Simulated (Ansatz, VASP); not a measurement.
**One calculation of V, two programs**

The input INCAR:

```
SYSTEM = V
PREC     = Accurate       ! precision mode
ENCUT    = 520            ! plane-wave cutoff, eV
EDIFF    = 1E-6           ! SCF threshold, eV
ISMEAR   = -1             ! smearing method
SIGMA    = 0.05           ! smearing width, eV
LREAL    = .False.        ! projectors in reciprocal space
LASPH    = .True.         ! aspherical terms in the spheres
NELM     = 150            ! most SCF steps
ALGO     = Normal         ! electronic algorithm
ISIF     = 2              ! what is computed and relaxed
LWAVE    = .False.        ! write WAVECAR
LCHARG   = .False.        ! write CHGCAR
ISPIN    = 2              ! spin polarisation
MAGMOM   = 1              ! initial moments
LORBIT   = 11             ! projections on sites
LMAXMIX  = 4              ! l up to which the mixer works
GGA      = CA             ! functional
NBANDS   = 16             ! bands
```

The input KPOINTS:

```
Automatic mesh
0
Gamma
  25 25 25
  0 0 0
```

Contents of POSCAR:

```
V
1.0
   -1.4020804520      1.4020804520      1.4020804520
    1.4020804520     -1.4020804520      1.4020804520
    1.4020804520      1.4020804520     -1.4020804520
V
1
Direct
    0.0000000000      0.0000000000      0.0000000000
```

Input for Ansatz:

```yaml
crystal:
  lattice:
    - [-1.402080452, 1.402080452, 1.402080452]
    - [1.402080452, -1.402080452, 1.402080452]
    - [1.402080452, 1.402080452, -1.402080452]
  atoms:
    - { symbol: V, position: [0.0, 0.0, 0.0], spin: 1.0 }
hamiltonian:
  xc: lda
  pseudopotentials:
    kind: paw
    azcp:
      V: "pseudopotentials/V.paw.azcp"
basis:
  ecutwfc: 420
  fft_grid_basis: typed
kpoints:
  mp_grid: { grid: [25, 25, 25], shift: [0, 0, 0] }
magnetization:
  spin_polarized: true
scf:
  occupations: { method: fermi_dirac, width: 0.05 }
output:
  stress: true
```

Alike in both runs: task single point; functional LDA; k mesh 25 × 25 × 25; occupations fermi-dirac, width 0.05 eV; collinear spin.

|  | VASP | Ansatz |
| --- | --- | --- |
| version | VASP 6.6.1 | Ansatz 0.2.0 |
| potentials or method | VASP PAW LDA potentials, release 64 (V_sv), cutoff 520 eV | plane waves (420 eV) with PAW, scalar-relativistic |
| valence electrons in the cell | 13 | 13 |

|  | VASP | Ansatz | Ansatz less VASP |
| --- | --- | --- | --- |
| net moment per atom (μB) | 0.00 | 0.00 | -0.001 |

Ansatz warns that its potentials were made for another functional, while VASP's fit it. LDA's correlation is that of Perdew and Zunger in VASP and of Perdew and Wang (1992) in Ansatz. Ansatz's warnings: seeded moment not kept.
